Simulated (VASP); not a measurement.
# Mg (P6/mmm) in VASP: further runs

Runs on Mg. Level: PBE. Tasks: single point, relaxation of cell and atoms.

Program: VASP 6.6.1. These are calculated values, not measurements. Logs are shortened: lines on timing, memory, paths and dates and some standing lists are left out, and cuts for length are marked.

## (1) The cell of the first run

It takes space group P6/mmm (No. 191, hexagonal). The conventional cell has a = 5.132 Å, b = 5.132 Å, c = 3.054 Å, α = 90.00°, β = 90.00°, γ = 120.00°. Within 3.9 Å of Mg (site symmetry -6m2) lie 11 Mg at 2.96 to 3.33 Å. Mg (site symmetry 6/mmm) has 14 Mg at 3.05 to 3.33 Å within 4.0 Å.

This isn't the form of Mg at room conditions, which is hcp.

## (2) Single point, PBE

Input file INCAR:

```
SYSTEM = Mg
PREC = Accurate
ENCUT = 520
EDIFF = 1E-7
ISMEAR = 0
SIGMA = 0.1
LREAL = .False.
LASPH = .True.
NELM = 80
ALGO = Fast
ISIF = 2
LWAVE = .False.
LCHARG = .False.
GGA = PE
NBANDS = 10
```

Input file KPOINTS:

```
Automatic mesh
0
Gamma
  6 6 6
  0 0 0
```

Input file POSCAR:

```
Mg
1.0
    5.1319493199      0.0000000000      0.0000000000
   -2.5659746600      4.4443984819      0.0000000000
    0.0000000000      0.0000000000      3.0536317198
Mg
3
Direct
    0.3333333333      0.6666666667      0.5000000000
    0.0000000000      0.0000000000      0.0000000000
    0.6666666667      0.3333333333      0.5000000000
```

Potentials or basis: VASP PAW PBE potentials, release 64 (Mg).

Run with:

```sh
cat potpaw_PBE.64/Mg/POTCAR > POTCAR
mpirun -np 1 vasp_std > vasp.out
```

OUTCAR:

```text
SYSTEM = Mg
   PREC = Accurate
   ENCUT = 520
   EDIFF = 1E-7
   ISMEAR = 0
   LREAL = .False.
   LASPH = .True.
   NELM = 80
   ISIF = 2
   GGA = PE

 ion  position               nearest neighbor table
   1  0.333  0.667  0.500-   3 2.96   3 2.96   3 2.96   2 3.33   2 3.33   2 3.33   2 3.33   2 3.33
                             2 3.33
   2  0.000  0.000  0.000-   1 3.33   3 3.33   1 3.33   3 3.33   1 3.33   1 3.33   3 3.33   3 3.33
                             3 3.33   3 3.33   1 3.33   1 3.33
   3  0.667  0.333  0.500-   1 2.96   1 2.96   1 2.96   2 3.33   2 3.33   2 3.33   2 3.33   2 3.33
                             2 3.33

  LATTYP: Found a hexagonal cell.
 ALAT       =     5.1319493199
 C/A-ratio  =     0.5950237482

  Lattice vectors:

 A1 = (   5.1319493199,   0.0000000000,   0.0000000000)
 A2 = (  -2.5659746600,   4.4443984819,   0.0000000000)
 A3 = (   0.0000000000,   0.0000000000,   3.0536317198)

Analysis of symmetry for initial positions (statically):
=====================================================================
 Subroutine PRICEL returns:
 Original cell was already a primitive cell.

 Routine SETGRP: Setting up the symmetry group for a
 hexagonal supercell.

 Subroutine GETGRP returns: Found 24 space group operations
 (whereof 24 operations were pure point group operations)
 out of a pool of 24 trial point group operations.

The static configuration has the point symmetry D_6h.

Analysis of symmetry for dynamics (positions and initial velocities):
=====================================================================
 Subroutine PRICEL returns:
 Original cell was already a primitive cell.

 Routine SETGRP: Setting up the symmetry group for a
 hexagonal supercell.

 Subroutine GETGRP returns: Found 24 space group operations
 (whereof 24 operations were pure point group operations)
 out of a pool of 24 trial point group operations.

The dynamic configuration has the point symmetry D_6h.

 Subroutine INISYM returns: Found 24 space group operations
 (whereof 24 operations are pure point group operations),
 and found     1 'primitive' translations

----------------------------------------------------------------------------------------

                                     Primitive cell

  volume of cell :      69.6485

  direct lattice vectors                    reciprocal lattice vectors
     5.131949320  0.000000000  0.000000000     0.194857731  0.112501163  0.000000000
    -2.565974660  4.444398482  0.000000000     0.000000000  0.225002327  0.000000000
     0.000000000  0.000000000  3.053631720     0.000000000  0.000000000  0.327478914

  length of vectors
     5.131949320  5.131949320  3.053631720     0.225002327  0.225002327  0.327478914

  position of ions in fractional coordinates (direct lattice)
     0.333333333  0.666666667  0.500000000
     0.000000000  0.000000000  0.000000000
     0.666666667  0.333333333  0.500000000

  ion indices of the primitive-cell ions
   primitive index   ion index
                 1           1
                 2           2
                 3           3

----------------------------------------------------------------------------------------

 KPOINTS: Automatic mesh

Automatic generation of k-mesh.
 Grid dimensions read from file:
 generate k-points for:    6    6    6

 Generating k-lattice:

  Cartesian coordinates                     Fractional coordinates (reciprocal lattice)
     0.032476288  0.018750194  0.000000000     0.166666667  0.000000000  0.000000000
     0.000000000  0.037500388  0.000000000     0.000000000  0.166666667  0.000000000
     0.000000000  0.000000000  0.054579819     0.000000000  0.000000000  0.166666667

  Length of vectors
     0.037500388  0.037500388  0.054579819

  Shift w.r.t. Gamma in fractional coordinates (k-lattice)
     0.000000000  0.000000000  0.000000000

 Subroutine IBZKPT returns following result:
 ===========================================

 Found     28 irreducible k-points:

 Following reciprocal coordinates:
            Coordinates               Weight
  0.000000  0.000000  0.000000      1.000000
  0.166667  0.000000  0.000000      6.000000
  0.333333  0.000000  0.000000      6.000000
  0.500000  0.000000  0.000000      3.000000
  0.166667  0.166667  0.000000      6.000000
  0.333333  0.166667  0.000000     12.000000
[... 16 lines left out ...]
  0.166667  0.000000  0.500000      6.000000
  0.333333  0.000000  0.500000      6.000000
 [... further k-points ...]
   k-points           NKPTS =     28   k-points in BZ     NKDIM =     28   number of bands    NBANDS=     10
   number of dos      NEDOS =    301   number of ions     NIONS =      3
   total plane-waves  NPLWV =  38400
   dimension x,y,z NGX =    40 NGY =   40 NGZ =   24
   dimension x,y,z NGXF=    80 NGYF=   80 NGZF=   48
   ions per type =               3
   NGX,Y,Z   is equivalent  to a cutoff of  12.96, 12.96, 13.07 a.u.
   NGXF,Y,Z  is equivalent  to a cutoff of  25.92, 25.92, 26.13 a.u.
 SYSTEM =  Mg
   PREC   = accura    normal or accurate (medium, high low for compatibility)
   ISTART =      0    job   : 0-new  1-cont  2-samecut
   ICHARG =      2    charge: 1-file 2-atom 10-const
   ISPIN  =      1    spin polarized calculation?
   LNONCOLLINEAR =      F non collinear calculations
   LSORBIT =      F    spin-orbit coupling
   LASPH  =      T    aspherical Exc in radial PAW
   ENCUT  =  520.0 eV  38.22 Ry    6.18 a.u.   9.54  9.54  5.68*2*pi/ulx,y,z
   NELM   =     80;   NELMIN=  2; NELMDL= -5     # of ELM steps
   EDIFF  = 0.1E-06   stopping-criterion for ELM
   LREAL  =      F    real-space projection
   EDIFFG = 0.1E-05   stopping-criterion for IOM
   NSW    =      0    number of steps for IOM
   IBRION =     -1    ionic relax: 0-MD 1-quasi-New 2-CG
   NFREE  =      0    steps in history (QN), initial steepest desc. (CG)
   ISIF   =      2    stress and relaxation
   ISYM   =      2    0-nonsym 1-usesym 2-fastsym
   POTIM  = 0.5000    time-step for ionic-motion
   TEBEG  =    0.0;   TEEND  =   0.0 temperature during run
   PSTRESS=    0.0 pullay stress
   NELECT =       6.0000    total number of electrons
   NUPDOWN=      -1.0000    fix difference up-down
   EMIN   =  10.00;   EMAX   =-10.00  energy-range for DOS
   EFERMI =   0.00;   METHOD = LEGACY
   ISMEAR =     0;   SIGMA  =   0.10  broadening in eV -4-tet -1-fermi 0-gaus
   EFERMI_NEDOS =   21; number of points for ismear=-14 and -15
   IALGO  =     68    algorithm
   IMIX   =      4    mixing-type and parameters
     AMIX     =   0.40;   BMIX     =  1.00
     AMIX_MAG =   1.60;   BMIX_MAG =  1.00
  volume/ion in A,a.u.               =      23.22       156.67
  Fermi-wavevector in a.u.,A,eV,Ry     =   0.723027  1.366323  7.112693  0.522768
  Thomas-Fermi vector in A             =   1.813139
   LORBIT       =      0    0 simple, 1 ext, 2 COOP (PROOUT), +10 PAW based schemes
   GGA     = PE    functional components
   LHFCALC =     F    Hartree Fock is set to
   AEXX    =    0.0000 exact exchange contribution
   IVDW    =     0    specifies the selected vdW correction
   LEPSILON=     F    determine dielectric tensor
   LRPA    =     F    only Hartree local field effects (RPA)
 non-spin polarized calculation
 RMM-DIIS sequential band-by-band and
 Gauss-broadening in eV      SIGMA  =   0.10
  energy-cutoff  :      520.00
  volume of cell :       69.65
 maximum number of plane-waves:      1908
 NGX is ok and might be reduce to    40
   NGX = 19   NGY = 19   NGZ = 11

 number of electron       6.0000000 magnetization

 Free energy of the ion-electron system (eV)
  ---------------------------------------------------
  ext. energy  EPLUGINS =         0.00000000
  ---------------------------------------------------
  free energy    TOTEN  =        -4.37342385 eV

  energy without entropy =       -4.36922636  energy(sigma->0) =       -4.37132511

 E-fermi :   2.6651     XC(G=0):  -8.4561

 val. band max:        2.5630065717   @ k =   0.0000   0.0000   0.3333
 cond. band min:       2.6715958998   @ k =   0.3333   0.3333   0.5000
 fundamental gap:      0.1085893282
 Fermi energy:         2.6651202793

 k-point     1 :       0.0000    0.0000    0.0000
  band No.  band energies     occupation
      1      -4.3081      2.00000
      2       2.7549      0.20427
      3       2.7549      0.20426
      4       2.8051      0.04779
      5       2.8051      0.04779
      6       3.7679      0.00000
      7       3.8228      0.00000
      8      10.9341      0.00000
      9      11.2903      0.00000
     10      15.7890      0.00000

 k-point     2 :       0.1667    0.0000    0.0000
  band No.  band energies     occupation
      1      -4.0960      2.00000
      2       0.8490      2.00000
      3       1.8081      2.00000
      4       2.3464      1.99999
      5       4.1441      0.00000
      6       4.9232      0.00000
      7       5.7596      0.00000
      8      11.1093      0.00000
      9      11.4124      0.00000
     10      13.4551      0.00000

 k-point     3 :       0.3333    0.0000    0.0000
  band No.  band energies     occupation
      1      -3.4624      2.00000
      2      -0.9692      2.00000
      3       1.2265      2.00000
      4       1.7486      2.00000
      5       5.9020      0.00000
      6       6.6562      0.00000
      7       8.5891      0.00000
      8      10.5919      0.00000
      9      10.8548      0.00000
     10      11.6358      0.00000
[... 248 lines left out ...]
 k-point    23 :       0.1667    0.0000    0.5000
  band No.  band energies     occupation
      1      -0.2611      2.00000
      2      -0.0274      2.00000
      3       4.4796      0.00000
      4       4.7014      0.00000
      5       5.2490      0.00000
      6       5.8330      0.00000
      7       6.1743      0.00000
      8       6.1854      0.00000
      9       7.5516      0.00000
     10       8.2355      0.00000

 k-point    24 :       0.3333    0.0000    0.5000
  band No.  band energies     occupation
      1       0.3462      2.00000
      2       0.5690      2.00000
      3       2.7798      0.10472
      4       2.9789      0.00001
      5       4.6763      0.00000
      6       5.2318      0.00000
      7       5.6364      0.00000
      8       5.7683      0.00000
      9       9.2665      0.00000
     10      10.0220      0.00000

 [... further k-points ...]

------------------------ aborting loop because EDIFF is reached ----------------------------------------

  FORCE on cell =-STRESS in cart. coord.  units (eV):
  Direction    XX          YY          ZZ          XY          YZ          ZX
  --------------------------------------------------------------------------------------
  -------------------------------------------------------------------------------------
  Total        0.0046733      0.0046733     -0.0408761     -0.0000000     -0.0000000      0.0000000
  in kB        0.1075036      0.1075036     -0.9403039     -0.0000000     -0.0000000      0.0000000
  external PRESSURE =      -0.2417656 kB  Pullay stress =       0.0000000 kB

 VOLUME and BASIS-vectors are now :
 -----------------------------------------------------------------------------
  energy-cutoff  :      520.00
  volume of cell :       69.65
      direct lattice vectors                 reciprocal lattice vectors
     5.131949320  0.000000000  0.000000000     0.194857731  0.112501163  0.000000000
    -2.565974660  4.444398482  0.000000000     0.000000000  0.225002327  0.000000000
     0.000000000  0.000000000  3.053631720     0.000000000  0.000000000  0.327478914

 POSITION                                       TOTAL-FORCE (eV/Angst)
 -----------------------------------------------------------------------------------
     -0.00000      2.96293      1.52682         0.000000     -0.000000      0.000000
      0.00000      0.00000      0.00000        -0.000000      0.000000      0.000000
      2.56597      1.48147      1.52682        -0.000000      0.000000     -0.000000
 -----------------------------------------------------------------------------------
    total drift:                                0.000000     -0.000000     -0.000000

  FREE ENERGIE OF THE ION-ELECTRON SYSTEM (eV)
  ---------------------------------------------------
  free  energy   TOTEN  =        -4.3734238549 eV

  energy  without entropy=       -4.3692263634  energy(sigma->0) =       -4.37132511
```

Run time: 26 s. Hardware: 1 thread of Intel Xeon 8259CL, shared host; peak memory 0.18 GiB.

Results:

| Property | Result |
| --- | --- |
| Free energy | -4.3734 eV |
| Pressure | 0.0 GPa |
| Band gap on the k mesh | zero (bands 3 and 4 overlap by 4.60 eV) |

Stress tensor (GPa, compression positive):
```
 0.01  0.00  0.00
 0.00  0.01  0.00
 0.00  0.00 -0.09
```

Levels at points of the mesh, in eV from the Fermi level:
| k point | band 1 | band 2 | band 3 | band 4 | band 5 | band 6 |
| --- | --- | --- | --- | --- | --- | --- |
| (0.00, 0.00, 0.00) | -6.97 | 0.09 | 0.09 | 0.14 | 0.14 | 1.10 |
| (0.50, 0.00, 0.00) | -5.08 | -5.08 | -1.63 | -1.12 | 5.34 | 5.44 |
| (0.00, 0.00, 0.50) | -3.13 | -2.89 | 3.48 | 3.48 | 3.61 | 3.61 |
| (0.50, 0.00, 0.50) | -1.50 | -1.27 | -1.08 | -0.89 | 1.82 | 2.37 |

## (3) Relaxation of cell and atoms, PBE

This run uses another cell than the first one, of 21.49 Å³/atom.

Input file INCAR:

```
  PREC = Accurate
  ENCUT = 600
  EDIFF = 1E-7
  ISMEAR = 0
  SIGMA = 0.1
  LREAL = False
  LASPH = True
  NELM = 100
  ALGO = Normal
  ISIF = 3
  LWAVE = False
  LCHARG = False
  GGA = PE
  IBRION = 2
  NSW = 90
  EDIFFG = -0.04
```

Input file KPOINTS:

```
Automatic mesh
0
Gamma
  6 6 4
```

Input file POSCAR:

```
Mg
1.0
    4.4365570432      0.0000000000      0.0000000000
   -2.2182785216      3.8421711047      0.0000000000
    0.0000000000      0.0000000000      3.7818211707
Mg
3
Direct
    0.3333333333      0.6666666667      0.5000000000
    0.0000000000      0.0000000000      0.0000000000
    0.6666666667      0.3333333333      0.5000000000
```

Potentials or basis: VASP PAW PBE potentials, release 64 (Mg).

Run with:

```sh
cat potpaw_PBE.64/Mg/POTCAR > POTCAR
mpirun -np 1 vasp_std > vasp.out
```

Wall time 2 min (1 thread of Intel Xeon 8259CL, shared host); peak memory 0.19 GiB.

The run converged. Its results:

```yaml
Free_energy: -4.4361 eV
Relaxed_volume: 23.12 Å³/atom
Relaxed_cell: a = 5.080 Å, b = 5.080 Å, c = 3.105 Å, α = 90.00°, β = 90.00°, γ = 120.00°
Space_group_after_relaxing_to_0.1_Å: P6/mmm (No. 191)
Energy_gained_by_relaxing: 376.2 meV/atom
Ionic_steps: 10
Pressure_after_relaxing: 0.0 GPa
Band_gap_on_the_k_mesh: zero (bands 3 and 4 overlap by 4.41 eV)
```

Stress tensor (GPa, compression positive):
```
-0.12  0.00  0.00
 0.00 -0.12  0.00
 0.00  0.00  0.26
```

The path:
```tsv
step	energy change (eV)	largest force (eV/Å)	pressure (GPa)	volume (Å³)
1	0.0000	0.0000	8.17	64.46
2	-0.5374	0.0000	0.15	75.02
3	-0.6155	0.0000	-2.16	80.06
4	-0.6209	0.0000	-2.69	81.53
5	-0.9448	0.0000	-3.10	78.73
6	-0.2757	0.0000	4.00	67.69
7	-1.0583	0.0000	-2.84	76.51
8	-1.0728	0.0000	-2.60	75.67
9	-1.1284	0.0000	-0.19	69.75
10	-1.1287	0.0000	0.01	69.37
```

Final structure:
```yaml
crystal:
  lattice:
    - [5.07964, 0.00000, 0.00000]
    - [-2.53982, 4.39910, 0.00000]
    - [0.00000, 0.00000, 3.10451]
  atoms:
    - { symbol: Mg, position: [0.33333, 0.66667, 0.50000] }
    - { symbol: Mg, position: [0.00000, 0.00000, 0.00000] }
    - { symbol: Mg, position: [0.66667, 0.33333, 0.50000] }
```

Levels at points of the mesh, in eV from the Fermi level:
```
           k point  band 1  band 2  band 3  band 4  band 5  band 6  band 7
(0.00, 0.00, 0.00)   -6.90    0.28    0.28    0.33    0.33    1.39    1.47
(0.50, 0.00, 0.00)   -4.97   -4.96   -1.47   -0.90    5.62    5.74    6.40
(0.00, 0.00, 0.50)   -3.21   -2.91    3.51    3.51    3.66    3.66    4.71
(0.50, 0.00, 0.50)   -1.52   -1.24   -1.13   -0.89    1.83    2.43    2.90
```

Caveat: the k points lie up to 0.51 Å⁻¹ apart in the final cell, too coarse for converged energies and pressures of a metal; a cell axis changed by over 15 % at a fixed basis, so the end point is rough.
